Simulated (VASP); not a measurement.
# Y2CI2 (P-3m1) in VASP: notebook

Runs on Y2CI2. Level: LDA. Tasks: single point.

Everything below comes from runs of VASP 6.6.1. Logs are shortened: lines on timing, memory, paths and dates and some standing lists are left out, and cuts for length are marked.

### 1 The cell of the first run

It takes space group P-3m1 (No. 164, trigonal). The conventional cell has a = 3.878 Å, b = 3.878 Å, c = 11.069 Å, α = 90.00°, β = 90.00°, γ = 120.00°. Within 3.5 Å of Y (site symmetry 3m) lie 3 C at 2.59 Å and 3 I at 3.11 Å and 3 Y at 3.45 Å. Within 3.4 Å of C (site symmetry -3m) lie 6 Y at 2.59 Å. I (site symmetry 3m) has 3 Y at 3.11 Å and 6 I at 3.88 Å and 3 C at 4.13 Å within 4.2 Å.

### 2 Single point, LDA

The input, INCAR:

```
SYSTEM = Y2CI2
  PREC = Accurate
  ENCUT = 520
  EDIFF = 1E-6
  ISMEAR = 0
  SIGMA = 0.01
  LREAL = .FALSE.
  LASPH = .TRUE.
  NELM = 60
  ALGO = Normal
  ISIF = 2
  LWAVE = .FALSE.
  LCHARG = .FALSE.
  NBANDS = 28
```

The input, KPOINTS:

```
regular mesh
0
G
  6 6 2
  0 0 0
```

The input, POSCAR:

```
Y2CI2
1.0
    3.8781929700      0.0000000000      0.0000000000
   -1.9390964900      3.3586136300      0.0000000000
    0.0000000000      0.0000000000     11.0694534200
Y C I
2 1 2
Direct
    0.3333333333      0.6666666667      0.1182833000
    0.6666666667      0.3333333333      0.8817167000
    0.0000000000      0.0000000000      0.0000000000
    0.3333333333      0.6666666667      0.6869902100
    0.6666666667      0.3333333333      0.3130097900
```

Potentials or basis: VASP PAW LDA potentials, release 64 (Y_sv, C, I).

Started as:

```
cat potpaw_LDA.64/Y_sv/POTCAR potpaw_LDA.64/C/POTCAR potpaw_LDA.64/I/POTCAR > POTCAR
mpirun -np 1 vasp_std > vasp.out
```

OUTCAR:

```text
SYSTEM = Y2CI2
   PREC = Accurate
   ENCUT = 520
   EDIFF = 1E-6
   ISMEAR = 0
   LREAL = .FALSE.
   LASPH = .TRUE.
   NELM = 60
   ISIF = 2

 ion  position               nearest neighbor table
   1  0.333  0.667  0.118-   3 2.59   3 2.59   3 2.59   5 3.11   5 3.11   5 3.11   2 3.45   2 3.45
                             2 3.45
   2  0.667  0.333  0.882-   3 2.59   3 2.59   3 2.59   4 3.11   4 3.11   4 3.11   1 3.45   1 3.45
                             1 3.45
   3  0.000  0.000  0.000-   2 2.59   1 2.59   2 2.59   1 2.59   1 2.59   2 2.59
   4  0.333  0.667  0.687-   2 3.11   2 3.11   2 3.11
   5  0.667  0.333  0.313-   1 3.11   1 3.11   1 3.11

  LATTYP: Found a hexagonal cell.
 ALAT       =     3.8781929700
 C/A-ratio  =     2.8542812350

  Lattice vectors:

 A1 = (   3.8781929700,   0.0000000000,   0.0000000000)
 A2 = (  -1.9390964900,   3.3586136300,   0.0000000000)
 A3 = (   0.0000000000,   0.0000000000,  11.0694534200)

Analysis of symmetry for initial positions (statically):
=====================================================================
 Subroutine PRICEL returns:
 Original cell was already a primitive cell.

 Routine SETGRP: Setting up the symmetry group for a
 hexagonal supercell.

 Subroutine GETGRP returns: Found 12 space group operations
 (whereof 12 operations were pure point group operations)
 out of a pool of 24 trial point group operations.

The static configuration has the point symmetry D_3d.

Analysis of symmetry for dynamics (positions and initial velocities):
=====================================================================
 Subroutine PRICEL returns:
 Original cell was already a primitive cell.

 Routine SETGRP: Setting up the symmetry group for a
 hexagonal supercell.

 Subroutine GETGRP returns: Found 12 space group operations
 (whereof 12 operations were pure point group operations)
 out of a pool of 24 trial point group operations.

The dynamic configuration has the point symmetry D_3d.

 Subroutine INISYM returns: Found 12 space group operations
 (whereof 12 operations are pure point group operations),
 and found     1 'primitive' translations

----------------------------------------------------------------------------------------

                                     Primitive cell

  volume of cell :     144.1835

  direct lattice vectors                    reciprocal lattice vectors
     3.878192970  0.000000000  0.000000000     0.257852048  0.148870950  0.000000000
    -1.939096490  3.358613630  0.000000000     0.000000000  0.297741899  0.000000000
     0.000000000  0.000000000 11.069453420     0.000000000  0.000000000  0.090338697

  length of vectors
     3.878192970  3.878192970 11.069453420     0.297741899  0.297741899  0.090338697

  position of ions in fractional coordinates (direct lattice)
     0.333333333  0.666666667  0.118283300
     0.666666667  0.333333333  0.881716700
     0.000000000  0.000000000  0.000000000
     0.333333333  0.666666667  0.686990210
     0.666666667  0.333333333  0.313009790

  ion indices of the primitive-cell ions
   primitive index   ion index
                 1           1
                 2           2
                 3           3
                 4           4
                 5           5

----------------------------------------------------------------------------------------

 KPOINTS: regular mesh

Automatic generation of k-mesh.
 Grid dimensions read from file:
 generate k-points for:    6    6    2

 Generating k-lattice:

  Cartesian coordinates                     Fractional coordinates (reciprocal lattice)
     0.042975341  0.024811825  0.000000000     0.166666667  0.000000000  0.000000000
     0.000000000  0.049623650  0.000000000     0.000000000  0.166666667  0.000000000
     0.000000000  0.000000000  0.045169349     0.000000000  0.000000000  0.500000000

  Length of vectors
     0.049623650  0.049623650  0.045169349

  Shift w.r.t. Gamma in fractional coordinates (k-lattice)
     0.000000000  0.000000000  0.000000000

 Subroutine IBZKPT returns following result:
 ===========================================

 Found     14 irreducible k-points:

 Following reciprocal coordinates:
            Coordinates               Weight
  0.000000  0.000000  0.000000      1.000000
  0.166667 -0.000000  0.000000      6.000000
  0.333333  0.000000  0.000000      6.000000
  0.500000  0.000000  0.000000      3.000000
  0.166667  0.166667  0.000000      6.000000
  0.333333  0.166667  0.000000     12.000000
  0.333333  0.333333  0.000000      2.000000
  0.000000  0.000000  0.500000      1.000000
  0.166667 -0.000000  0.500000      6.000000
  0.333333  0.000000  0.500000      6.000000
  0.500000  0.000000  0.500000      3.000000
  0.166667  0.166667  0.500000      6.000000
  0.333333  0.166667  0.500000     12.000000
  0.333333  0.333333  0.500000      2.000000
   k-points           NKPTS =     14   k-points in BZ     NKDIM =     14   number of bands    NBANDS=     28
   number of dos      NEDOS =    301   number of ions     NIONS =      5
   total plane-waves  NPLWV =  75600
   dimension x,y,z NGX =    30 NGY =   30 NGZ =   84
   dimension x,y,z NGXF=    60 NGYF=   60 NGZF=  168
   ions per type =               2   1   2
   NGX,Y,Z   is equivalent  to a cutoff of  12.86, 12.86, 12.62 a.u.
   NGXF,Y,Z  is equivalent  to a cutoff of  25.72, 25.72, 25.23 a.u.
 SYSTEM =  Y2CI2
   PREC   = accura    normal or accurate (medium, high low for compatibility)
   ISTART =      0    job   : 0-new  1-cont  2-samecut
   ICHARG =      2    charge: 1-file 2-atom 10-const
   ISPIN  =      1    spin polarized calculation?
   LNONCOLLINEAR =      F non collinear calculations
   LSORBIT =      F    spin-orbit coupling
   LASPH  =      T    aspherical Exc in radial PAW
   ENCUT  =  520.0 eV  38.22 Ry    6.18 a.u.   7.21  7.21 20.58*2*pi/ulx,y,z
   NELM   =     60;   NELMIN=  2; NELMDL= -5     # of ELM steps
   EDIFF  = 0.1E-05   stopping-criterion for ELM
   LREAL  =      F    real-space projection
[... 7 lines left out ...]
   TEBEG  =    0.0;   TEEND  =   0.0 temperature during run
   PSTRESS=    0.0 pullay stress
   NELECT =      40.0000    total number of electrons
   NUPDOWN=      -1.0000    fix difference up-down
   EMIN   =  10.00;   EMAX   =-10.00  energy-range for DOS
   EFERMI =   0.00;   METHOD = LEGACY
   ISMEAR =     0;   SIGMA  =   0.01  broadening in eV -4-tet -1-fermi 0-gaus
   EFERMI_NEDOS =   21; number of points for ismear=-14 and -15
   IALGO  =     38    algorithm
   IMIX   =      4    mixing-type and parameters
     AMIX     =   0.40;   BMIX     =  1.00
     AMIX_MAG =   1.60;   BMIX_MAG =  1.00
  volume/ion in A,a.u.               =      28.84       194.60
  Fermi-wavevector in a.u.,A,eV,Ry     =   1.067717  2.017693 15.510917  1.140020
  Thomas-Fermi vector in A             =   2.203343
   LORBIT       =      0    0 simple, 1 ext, 2 COOP (PROOUT), +10 PAW based schemes
   GGA     = CA    functional components
   LHFCALC =     F    Hartree Fock is set to
   AEXX    =    0.0000 exact exchange contribution
   IVDW    =     0    specifies the selected vdW correction
   LEPSILON=     F    determine dielectric tensor
   LRPA    =     F    only Hartree local field effects (RPA)
 non-spin polarized calculation
 Gauss-broadening in eV      SIGMA  =   0.01
  energy-cutoff  :      520.00
  volume of cell :      144.18
 maximum number of plane-waves:      3897
 NGX is ok and might be reduce to    30
   NGX = 15   NGY = 15   NGZ = 41

 number of electron      39.9999997 magnetization

 Free energy of the ion-electron system (eV)
  ---------------------------------------------------
  ext. energy  EPLUGINS =         0.00000000
  ---------------------------------------------------
  free energy    TOTEN  =       -33.12608108 eV

  energy without entropy =      -33.12608108  energy(sigma->0) =      -33.12608108

 E-fermi :   3.3132     XC(G=0):  -9.3296

 val. band max:        3.2589939253   @ k =   0.0000   0.0000   0.0000
 cond. band min:       3.6919664410   @ k =   0.5000   0.0000   0.0000
 fundamental gap:      0.4329725157
 Fermi energy:         3.3131971514

 k-point     1 :       0.0000    0.0000    0.0000
  band No.  band energies     occupation
      1     -38.2925      2.00000
      2     -38.2373      2.00000
      3     -18.6789      2.00000
      4     -18.3255      2.00000
      5     -18.3255      2.00000
      6     -18.3041      2.00000
[... 20 lines left out ...]
     27       7.4037      0.00000
     28       7.4858      0.00000

 k-point     2 :       0.1667   -0.0000    0.0000
  band No.  band energies     occupation
      1     -38.2848      2.00000
      2     -38.2360      2.00000
      3     -18.6551      2.00000
      4     -18.4293      2.00000
      5     -18.3503      2.00000
      6     -18.3082      2.00000
[... 20 lines left out ...]
     27       7.9225      0.00000
     28       7.9243      0.00000

 k-point     3 :       0.3333    0.0000    0.0000
  band No.  band energies     occupation
      1     -38.2674      2.00000
      2     -38.2355      2.00000
      3     -18.6305      2.00000
      4     -18.5672      2.00000
      5     -18.3945      2.00000
      6     -18.3792      2.00000
[... 20 lines left out ...]
     27       8.5059      0.00000
     28       8.5296      0.00000

 k-point     4 :       0.5000    0.0000    0.0000
  band No.  band energies     occupation
      1     -38.2561      2.00000
      2     -38.2378      2.00000
      3     -18.6607      2.00000
      4     -18.6101      2.00000
      5     -18.4151      2.00000
      6     -18.3735      2.00000
[... 268 lines left out ...]
     27       8.1691      0.00000
     28       8.4962      0.00000

 k-point    13 :       0.3333    0.1667    0.5000
  band No.  band energies     occupation
      1     -38.2561      2.00000
      2     -38.2378      2.00000
      3     -18.6291      2.00000
      4     -18.5876      2.00000
      5     -18.4723      2.00000
      6     -18.3601      2.00000
[... 20 lines left out ...]
     27       8.2691      0.00000
     28       8.8115      0.00000

 k-point    14 :       0.3333    0.3333    0.5000
  band No.  band energies     occupation
      1     -38.2447      2.00000
      2     -38.2447      2.00000
      3     -18.5776      2.00000
      4     -18.5776      2.00000
      5     -18.5637      2.00000
      6     -18.3716      2.00000
[... 20 lines left out ...]
     27       8.8075      0.00000
     28       8.8893      0.00000

------------------------ aborting loop because EDIFF is reached ----------------------------------------

  FORCE on cell =-STRESS in cart. coord.  units (eV):
  Direction    XX          YY          ZZ          XY          YZ          ZX
  --------------------------------------------------------------------------------------
  -------------------------------------------------------------------------------------
  Total       -3.6934881     -3.6934881     -3.1694890      0.0000000      0.0000000      0.0000000
  in kB      -41.0422965    -41.0422964    -35.2195814      0.0000001      0.0000000      0.0000000
  external PRESSURE =     -39.1013915 kB  Pullay stress =       0.0000000 kB

 VOLUME and BASIS-vectors are now :
 -----------------------------------------------------------------------------
  energy-cutoff  :      520.00
  volume of cell :      144.18
      direct lattice vectors                 reciprocal lattice vectors
     3.878192970  0.000000000  0.000000000     0.257852048  0.148870950  0.000000000
    -1.939096490  3.358613630  0.000000000     0.000000000  0.297741899  0.000000000
     0.000000000  0.000000000 11.069453420     0.000000000  0.000000000  0.090338697

 POSITION                                       TOTAL-FORCE (eV/Angst)
 -----------------------------------------------------------------------------------
     -0.00000      2.23908      1.30933        -0.000000      0.000000     -0.058490
      1.93910      1.11954      9.76012        -0.000000     -0.000000      0.058490
      0.00000      0.00000      0.00000         0.000000      0.000000      0.000000
     -0.00000      2.23908      7.60461         0.000000      0.000000      0.314360
      1.93910      1.11954      3.46485         0.000000     -0.000000     -0.314360
 -----------------------------------------------------------------------------------
    total drift:                                0.000000     -0.000000     -0.000000

  FREE ENERGIE OF THE ION-ELECTRON SYSTEM (eV)
  ---------------------------------------------------
  free  energy   TOTEN  =       -33.1260810820 eV

  energy  without entropy=      -33.1260810820  energy(sigma->0) =      -33.12608108
```

Run time: 2.4 min. Hardware: 1 thread of AMD EPYC 7R13, shared host; peak memory 0.22 GiB.

What came out:

- Free energy: -33.1261 eV
- Pressure: -3.9 GPa
- Largest force: 0.314 eV/Å
- Band gap on the k mesh: 0.43 eV (least direct gap 0.81 eV)

Forces on the atoms (eV/Å):
```
Y    0.000  0.000 -0.058
Y    0.000  0.000  0.058
C    0.000  0.000  0.000
I    0.000  0.000  0.314
I    0.000  0.000 -0.314
```

Stress tensor (GPa, compression positive):
```
-4.10  0.00  0.00
 0.00 -4.10  0.00
 0.00  0.00 -3.52
```

Levels at points of the mesh, in eV from the valence-band top:
```tsv
k point	band 17	band 18	band 19	band 20	band 21	band 22	band 23	band 24
(0.00, 0.00, 0.00)	-0.81	-0.81	0.00	0.00	2.24	2.24	2.55	3.47
(0.50, 0.00, 0.00)	-1.57	-1.51	-0.53	-0.37	0.43	3.59	4.04	4.34
(0.00, 0.00, 0.50)	-0.78	-0.78	-0.02	-0.02	2.24	2.24	2.70	3.48
(0.50, 0.00, 0.50)	-1.64	-1.59	-0.54	-0.36	0.46	3.58	3.78	4.19
```

Caveat: the cell stands under tension; semilocal functionals underestimate gaps, and a narrow one can read as zero; spin-orbit coupling is left out, which moves the levels of the heavy elements. A k mesh can miss the band edges.

### 3 Single point, LDA

The input, INCAR:

```
  ALGO = Normal
  EDIFF = 1E-6
  ENCUT = 520
  GGA = CA
  ISIF = 2
  ISMEAR = 0
  LASPH = T
  LCHARG = F
  LREAL = F
  LWAVE = F
  NBANDS = 28
  NELM = 100
  PREC = Accurate
  SIGMA = 0.01
```

The input, KPOINTS:

```
k-points
0
Gamma
  6 6 2
```

POSCAR is that of step 2.

Potentials or basis: VASP PAW LDA potentials, release 64 (Y_sv, C, I).

Started as:

```
cat potpaw_LDA.64/Y_sv/POTCAR potpaw_LDA.64/C/POTCAR potpaw_LDA.64/I/POTCAR > POTCAR
mpirun -np 1 vasp_std > vasp.out
```

It took 2.4 min on 1 thread of AMD EPYC 7R13, shared host; peak memory 0.22 GiB.

The run converged. Its results:

```yaml
Free_energy: -33.1261 eV
Pressure: -3.9 GPa
Largest_force: 0.314 eV/Å
Band_gap_on_the_k_mesh: 0.43 eV (least direct gap 0.81 eV)
```

Forces on the atoms (eV/Å):
```
Y    0.000  0.000 -0.058
Y    0.000  0.000  0.058
C    0.000  0.000  0.000
I    0.000  0.000  0.314
I    0.000  0.000 -0.314
```

Stress tensor (GPa, compression positive):
```
-4.10  0.00  0.00
 0.00 -4.10  0.00
 0.00  0.00 -3.52
```

Levels at points of the mesh, in eV from the valence-band top:
```tsv
k point	band 18	band 19	band 20	band 21	band 22	band 23
(0.00, 0.00, 0.00)	-0.81	0.00	0.00	2.24	2.24	2.55
(0.50, 0.00, 0.00)	-1.51	-0.53	-0.37	0.43	3.59	4.04
(0.00, 0.00, 0.50)	-0.78	-0.02	-0.02	2.24	2.24	2.70
(0.50, 0.00, 0.50)	-1.59	-0.54	-0.36	0.46	3.58	3.78
```

Caveat: the cell stands under tension; semilocal functionals underestimate gaps, and a narrow one can read as zero; spin-orbit coupling is left out, which moves the levels of the heavy elements.

[end of part 1 of 2]
